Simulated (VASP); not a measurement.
# Al (P6_3/mmc) in VASP: further runs

The runs below take Al through single point, with PBE+D3(BJ).

Program: VASP 6.6.1. These are calculated values, not measurements. Logs are shortened: lines on timing, memory, paths and dates and some standing lists are left out, and cuts for length are marked.

**1. The cell of the first run**

Symmetry: P6_3/mmc, No. 194, hexagonal system. The conventional cell has a = 2.845 Å, b = 2.845 Å, c = 8.902 Å, α = 90.00°, β = 90.00°, γ = 120.00°. Al (site symmetry -3m) has 12 Al at 2.77 to 2.84 Å within 3.6 Å. Al (site symmetry -6m2) has 12 Al at 2.77 to 2.84 Å within 3.6 Å.

This isn't the form of Al at room conditions, which is fcc.

**2. Single point, PBE+D3(BJ) (15.60 Å³/atom)**

The input, INCAR:

```
SYSTEM = Al
  PREC = Accurate
  ENCUT = 520
  EDIFF = 1E-7
  ISMEAR = 0
  SIGMA = 0.15
  LREAL = .False.
  LASPH = .True.
  NELM = 80
  ALGO = Fast
  ISIF = 2
  LWAVE = .False.
  LCHARG = .True.
  GGA = PE
  IVDW = 12
  LELF = .True.
  LVHAR = .True.
  NBANDS = 14
```

The input, KPOINTS:

```
regular mesh
0
Gamma
  18 18 6
  0 0 0
```

The input, POSCAR:

```
Al
1.0
    2.8449123573      0.0000000000      0.0000000000
   -1.4224561787      2.4637663730      0.0000000000
    0.0000000000      0.0000000000      8.9020152573
Al
4
Direct
    0.0000000000      0.0000000000      0.0000000000
    0.3333333333      0.6666666667      0.2500000000
    0.0000000000      0.0000000000      0.5000000000
    0.6666666667      0.3333333333      0.7500000000
```

Potentials or basis: VASP PAW PBE potentials, release 64 (Al).

Started as:

```console
$ cat potpaw_PBE.64/Al/POTCAR > POTCAR
$ mpirun -np 1 vasp_std > vasp.out
```

OUTCAR:

```text
SYSTEM = Al
   PREC = Accurate
   ENCUT = 520
   EDIFF = 1E-7
   ISMEAR = 0
   LREAL = .False.
   LASPH = .True.
   NELM = 80
   ISIF = 2
   GGA = PE
   IVDW = 12
 IVDW          = 12

 ion  position               nearest neighbor table
   1  0.000  0.000  0.000-   2 2.77   4 2.77   4 2.77   2 2.77   4 2.77   2 2.77
   2  0.333  0.667  0.250-   1 2.77   3 2.77   1 2.77   3 2.77   1 2.77   3 2.77
   3  0.000  0.000  0.500-   2 2.77   4 2.77   4 2.77   2 2.77   4 2.77   2 2.77
   4  0.667  0.333  0.750-   1 2.77   3 2.77   1 2.77   3 2.77   1 2.77   3 2.77

  LATTYP: Found a hexagonal cell.
 ALAT       =     2.8449123573
 C/A-ratio  =     3.1291000000

  Lattice vectors:

 A1 = (   2.8449123573,   0.0000000000,   0.0000000000)
 A2 = (  -1.4224561787,   2.4637663730,   0.0000000000)
 A3 = (   0.0000000000,   0.0000000000,   8.9020152573)

Analysis of symmetry for initial positions (statically):
=====================================================================
 Subroutine PRICEL returns:
 Original cell was already a primitive cell.

 Routine SETGRP: Setting up the symmetry group for a
 hexagonal supercell.

 Subroutine GETGRP returns: Found 24 space group operations
 (whereof 12 operations were pure point group operations)
 out of a pool of 24 trial point group operations.

The static configuration has the point symmetry D_3d.
 The point group associated with its full space group is D_6h.

Analysis of symmetry for dynamics (positions and initial velocities):
=====================================================================
 Subroutine PRICEL returns:
 Original cell was already a primitive cell.

 Routine SETGRP: Setting up the symmetry group for a
 hexagonal supercell.

 Subroutine GETGRP returns: Found 24 space group operations
 (whereof 12 operations were pure point group operations)
 out of a pool of 24 trial point group operations.

The dynamic configuration has the point symmetry D_3d.
 The point group associated with its full space group is D_6h.

 Subroutine INISYM returns: Found 24 space group operations
 (whereof 12 operations are pure point group operations),
 and found     1 'primitive' translations

----------------------------------------------------------------------------------------

                                     Primitive cell

  volume of cell :      62.3960

  direct lattice vectors                    reciprocal lattice vectors
     2.844912357  0.000000000  0.000000000     0.351504677  0.202941320  0.000000000
[... 105 lines left out ...]
   ISMEAR =     0;   SIGMA  =   0.15  broadening in eV -4-tet -1-fermi 0-gaus
   EFERMI_NEDOS =   21; number of points for ismear=-14 and -15
   IALGO  =     68    algorithm
   IMIX   =      4    mixing-type and parameters
     AMIX     =   0.40;   BMIX     =  1.00
     AMIX_MAG =   1.60;   BMIX_MAG =  1.00
  volume/ion in A,a.u.               =      15.60       105.27
  Fermi-wavevector in a.u.,A,eV,Ry     =   0.944966  1.785727 12.149477  0.892961
  Thomas-Fermi vector in A             =   2.072822
   LORBIT       =      0    0 simple, 1 ext, 2 COOP (PROOUT), +10 PAW based schemes
   GGA     = PE    functional components
   LHFCALC =     F    Hartree Fock is set to
   AEXX    =    0.0000 exact exchange contribution
   IVDW    =    12    specifies the selected vdW correction
   LEPSILON=     F    determine dielectric tensor
   LRPA    =     F    only Hartree local field effects (RPA)
 non-spin polarized calculation
 RMM-DIIS sequential band-by-band and
 Gauss-broadening in eV      SIGMA  =   0.15
  energy-cutoff  :      520.00
  volume of cell :       62.40
 maximum number of plane-waves:      1696
 NGX is ok and might be reduce to    24
   NGX = 11   NGY = 11   NGZ = 33

 number of electron      12.0000000 magnetization

 Free energy of the ion-electron system (eV)
  ---------------------------------------------------
  ext. energy  EPLUGINS =         0.00000000
  ---------------------------------------------------
  free energy    TOTEN  =       -14.85371835 eV

  energy without entropy =      -14.83648958  energy(sigma->0) =      -14.84510397

 E-fermi :   8.6042     XC(G=0): -10.4015

 val. band max:        8.5964705761   @ k =   0.3889  -0.0000   0.0000
 cond. band min:       8.6204343430   @ k =   0.3889   0.1111   0.5000
 fundamental gap:      0.0239637668
 Fermi energy:         8.6041678161

 k-point     1 :       0.0000    0.0000    0.0000
  band No.  band energies     occupation
      1      -2.9324      2.00000
      2      -1.0786      2.00000
      3      -1.0772      2.00000
      4       4.0349      2.00000
      5       4.6850      2.00000
      6      12.9865      0.00000
      7      13.0095      0.00000
      8      19.0178      0.00000
      9      19.0178      0.00000
     10      19.2203      0.00000
     11      19.2203      0.00000
     12      20.2504      0.00000
     13      20.2507      0.00000
     14      20.4585      0.00000
[... 377 lines left out ...]
      1       2.0140      2.00000
      2       3.7658      2.00000
      3       3.7840      2.00000
      4       4.5859      2.00000
      5       6.3843      2.00000
      6       6.4242      2.00000
      7       8.7193      0.27776
      8       9.4793      0.00000
      9      10.8740      0.00000
     10      11.1853      0.00000
     11      12.3673      0.00000
     12      12.7915      0.00000
     13      13.1426      0.00000
     14      17.2384      0.00000

 [... further k-points ...]

------------------------ aborting loop because EDIFF is reached ----------------------------------------

 Edisp (eV)   -1.42624

 E8    (eV) :    -0.6383

  FORCE on cell =-STRESS in cart. coord.  units (eV):
  Direction    XX          YY          ZZ          XY          YZ          ZX
  --------------------------------------------------------------------------------------
  -------------------------------------------------------------------------------------
  Total       0.04913     0.04913     1.75420    -0.00000     0.00000     0.00000
  in kB       1.26164     1.26164    45.04364    -0.00000     0.00000     0.00000
  external pressure =       15.86 kB  Pullay stress =        0.00 kB

 VOLUME and BASIS-vectors are now :
 -----------------------------------------------------------------------------
  energy-cutoff  :      520.00
  volume of cell :       62.40
      direct lattice vectors                 reciprocal lattice vectors
     2.844912357  0.000000000  0.000000000     0.351504677  0.202941320  0.000000000
    -1.422456179  2.463766373  0.000000000     0.000000000  0.405882640  0.000000000
     0.000000000  0.000000000  8.902015257     0.000000000  0.000000000  0.112334114

 POSITION                                       TOTAL-FORCE (eV/Angst)
 -----------------------------------------------------------------------------------
      0.00000      0.00000      0.00000        -0.000000     -0.000000      0.000000
     -0.00000      1.64251      2.22550         0.000000      0.000000     -0.000000
      0.00000      0.00000      4.45101        -0.000000     -0.000000      0.000000
      1.42246      0.82126      6.67651         0.000000     -0.000000     -0.000000
 -----------------------------------------------------------------------------------
    total drift:                               -0.000000      0.000000      0.000000

  FREE ENERGIE OF THE ION-ELECTRON SYSTEM (eV)
  ---------------------------------------------------
  free  energy   TOTEN  =       -16.2799558618 eV

  energy  without entropy=      -16.2627270930  energy(sigma->0) =      -16.27134148
```

It took 94 s on 1 thread of AMD EPYC 9R45 (Zen 5), shared host; peak memory 0.22 GiB.

Results:

```
Free energy                : -16.2800 eV
Pressure                   : 1.6 GPa
Band gap on the k mesh     : zero (bands 6 and 7 overlap by 6.32 eV)
Dispersion energy per atom : -0.357 eV
```

Stress tensor (GPa, compression positive):
```
0.13 0.00 0.00
0.00 0.13 0.00
0.00 0.00 4.50
```

**3. Single point, PBE+D3(BJ) (15.60 Å³/atom)**

The input, INCAR:

```
SYSTEM = Al
PREC = Accurate
ENCUT = 520
EDIFF = 1E-7
ISMEAR = 0
SIGMA = 0.15
LREAL = .False.
LASPH = .True.
NELM = 80
ALGO = Normal
ISIF = 2
LWAVE = .False.
LCHARG = .False.
GGA = PE
IVDW = 12
NBANDS = 14
```

KPOINTS is that of step 2.

The input, POSCAR:

```
Al
1.0
    2.7847272741      0.0000000000      0.0000000000
   -1.3923636370      2.4116445620      0.0000000000
    0.0000000000      0.0000000000      9.2909640773
Al
4
Direct
    0.0000000000      0.0000000000      0.0000000000
    0.3333333333      0.6666666667      0.2500000000
    0.0000000000      0.0000000000      0.5000000000
    0.6666666667      0.3333333333      0.7500000000
```

Potentials or basis: VASP PAW PBE potentials, release 64 (Al).

Started as:

```console
$ cat potpaw_PBE.64/Al/POTCAR > POTCAR
$ mpirun -np 1 vasp_std > vasp.out
```

Run time: 57 s. Hardware: 1 thread of AMD EPYC 9R45 (Zen 5), shared host; peak memory 0.22 GiB.

The run converged. Its results:

- Free energy: -16.3062 eV
- Pressure: 1.4 GPa
- Band gap on the k mesh: zero (bands 6 and 7 overlap by 5.29 eV)
- Dispersion energy per atom: -0.357 eV

Stress tensor (GPa, compression positive):
```
2.14 0.00 0.00
0.00 2.14 0.00
0.00 0.00 0.07
```

Levels at points of the mesh, in eV from the Fermi level:
```tsv
k point	band 4	band 5	band 6	band 7	band 8	band 9
(0.00, 0.00, 0.00)	-4.92	-4.72	3.16	3.17	11.46	11.46
(0.50, 0.00, 0.00)	-4.00	-3.32	-3.28	0.81	1.22	1.25
(0.00, 0.00, 0.50)	-7.71	-1.18	-1.18	8.07	8.07	11.78
(0.50, 0.00, 0.50)	-4.88	-1.91	-1.91	-1.23	-1.23	4.56
```

**4. Single point, PBE+D3(BJ) (15.60 Å³/atom)**

The input, INCAR:

```
PREC = Accurate
ENCUT = 520
EDIFF = 1E-6
ISMEAR = 0
SIGMA = 0.15
LREAL = False
LASPH = True
NELM = 60
ALGO = Normal
ISIF = 2
LWAVE = False
LCHARG = False
GGA = PE
IVDW = 12
NBANDS = 14
```

The input, KPOINTS:

```
Automatic mesh
0
Gamma
  18 18 6
```

The input, POSCAR:

```
Al
1.0
    2.8146554516      0.0000000000      0.0000000000
   -1.4073277258      2.4375631240      0.0000000000
    0.0000000000      0.0000000000      9.0944332298
Al
4
Direct
    0.0000000000      0.0000000000      0.0000000000
    0.3333333333      0.6666666667      0.2500000000
    0.0000000000      0.0000000000      0.5000000000
    0.6666666667      0.3333333333      0.7500000000
```

Started as:

```console
$ cat potpaw_PBE.64/Al/POTCAR > POTCAR
$ mpirun -np 1 vasp_std > vasp.out
```

Run time: 56 s. Hardware: 1 thread of AMD EPYC 9R45 (Zen 5), shared host; peak memory 0.21 GiB.

The run converged. Its results:

```yaml
Free_energy: -16.3069 eV
Pressure: 1.4 GPa
Band_gap_on_the_k_mesh: zero (bands 6 and 7 overlap by 5.76 eV)
Dispersion_energy_per_atom: -0.357 eV
```

Stress tensor (GPa, compression positive):
```
0.82 0.00 0.00
0.00 0.82 0.00
0.00 0.00 2.50
```

Levels at points of the mesh, in eV from the Fermi level:
| k point | band 2 | band 3 | band 4 | band 5 | band 6 | band 7 | band 8 | band 9 | band 10 | band 11 |
| --- | --- | --- | --- | --- | --- | --- | --- | --- | --- | --- |
| (0.00, 0.00, 0.00) | -9.75 | -9.74 | -4.75 | -4.32 | 3.76 | 3.78 | 10.94 | 10.94 | 11.09 | 11.09 |
| (0.50, 0.00, 0.00) | -5.41 | -4.09 | -4.04 | -3.41 | -3.34 | 0.83 | 1.26 | 1.53 | 1.85 | 5.73 |
| (0.00, 0.00, 0.50) | -11.08 | -7.56 | -7.56 | -0.73 | -0.73 | 8.83 | 8.83 | 11.28 | 11.28 | 11.28 |
| (0.50, 0.00, 0.50) | -5.07 | -4.99 | -4.99 | -1.90 | -1.90 | -1.21 | -1.21 | 4.85 | 4.85 | 4.90 |

**5. Single point, PBE+D3(BJ) (14.84 Å³/atom)**

This run uses another cell than the first one, of 14.84 Å³/atom.

The input, INCAR:

```
ALGO = Normal
EDIFF = 1E-7
ENCUT = 520
GGA = PE
ISIF = 2
ISMEAR = 0
IVDW = 12
LASPH = T
LCHARG = F
LREAL = F
LWAVE = F
NBANDS = 14
NELM = 60
PREC = Accurate
SIGMA = 0.15
```

The input, KPOINTS:

```
k-points
0
Gamma
  18 18 6
```

The input, POSCAR:

```
Al
1.0
    2.8129412656      0.0000000000      0.0000000000
   -1.4064706328      2.4360785953      0.0000000000
    0.0000000000      0.0000000000      8.6618900391
Al
4
Direct
    0.0000000000      0.0000000000      0.0000000000
    0.3333333333      0.6666666667      0.2500000000
    0.0000000000      0.0000000000      0.5000000000
    0.6666666667      0.3333333333      0.7500000000
```

Started as:

```console
$ cat potpaw_PBE.64/Al/POTCAR > POTCAR
$ mpirun -np 1 vasp_std > vasp.out
```

Wall time 40 s (1 thread of Intel Xeon 6975P-C (Granite Rapids), shared host); peak memory 0.24 GiB.

The run converged. Its results:

```
Free energy                : -16.1784 eV
Pressure                   : 7.0 GPa
Band gap on the k mesh     : zero (bands 6 and 7 overlap by 6.78 eV)
Dispersion energy per atom : -0.376 eV
```

Stress tensor (GPa, compression positive):
```
 4.66  0.00  0.00
 0.00  4.66  0.00
 0.00  0.00 11.63
```

Levels at points of the mesh, in eV from the Fermi level:
```
           k point  band 2  band 3  band 4  band 5  band 6  band 7  band 8  band 9  band 10  band 11
(0.00, 0.00, 0.00)   -9.94   -9.94   -4.65   -3.77    4.84    4.87   10.54   10.54    10.71    10.71
(0.50, 0.00, 0.00)   -5.77   -4.34   -4.26   -3.59   -3.50    0.89    1.31    2.08     2.29     5.36
(0.00, 0.00, 0.50)  -11.40   -7.54   -7.54   -0.04   -0.04   10.25   10.25   10.91    10.91    10.91
(0.50, 0.00, 0.50)   -5.41   -5.31   -5.31   -1.93   -1.93   -1.19   -1.19    5.13     5.13     5.63
```

Caveat: the cell stands under pressure.

**6. Summary**

| cell | gap on the mesh (eV) | pressure (GPa) |
| --- | --- | --- |
| a = 2.845, b = 2.845, c = 8.902 Å, angles 90.0, 90.0, 120.0°, 4 atoms | none | 1.6 |
| a = 2.785, b = 2.785, c = 9.291 Å, angles 90.0, 90.0, 120.0°, 4 atoms | none | 1.4 |
| a = 2.815, b = 2.815, c = 9.094 Å, angles 90.0, 90.0, 120.0°, 4 atoms | none | 1.4 |
| a = 2.813, b = 2.813, c = 8.662 Å, angles 90.0, 90.0, 120.0°, 4 atoms | none | 7.0 |

Alike in all rows: task single point; level PBE+D3(BJ); potentials or basis VASP PAW PBE potentials, release 64 (Al); no spin polarisation; k mesh 18 × 18 × 6; cutoff (eV) 520; smearing gaussian 0.15 eV.

Caveats: the cell stands under pressure (at least some runs).

Total energies depend on the potentials used, so only differences within one code and one set of settings carry meaning.
